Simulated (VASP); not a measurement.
Si, 2 atoms in the cell. It takes space group Fd-3m (No. 227, cubic). Conventional cell: a = 5.402 Å, b = 5.402 Å, c = 5.402 Å, α = 90.00°, β = 90.00°, γ = 90.00°. Within 3.1 Å of Si (site symmetry -43m) lie 4 Si at 2.34 Å. 

```yaml
Program: VASP 6.6.1
Task: single point
Functional: LDA
Potentials_or_basis: VASP PAW LDA potentials, release 64 (Si)
Cutoff: 500 eV
k_mesh: 8 × 8 × 8
Occupations: gaussian, width 0.02 eV
Spin: no spin polarisation
Dipole_correction: no
Further_INCAR_settings: ALGO = Normal; EDIFF = 1e-06; NBANDS = 11
```

Potentials or basis: VASP PAW LDA potentials, release 64 (Si).

The run is started by

```sh
$ cat potpaw_LDA.64/Si/POTCAR > POTCAR
$ mpirun -np 1 vasp_std > vasp.out
```

Hardware: 1 thread of AMD EPYC 9R45 96-Core Processor (Zen 5), with other jobs on the host.

Task: How long does it take, and how much memory?

Result: Wall time 5.6 s on 1 thread of AMD EPYC 9R45 96-Core Processor (Zen 5), with other jobs on the host, peak memory 0.1 GiB. Counts: scf iterations 11, k points 29.
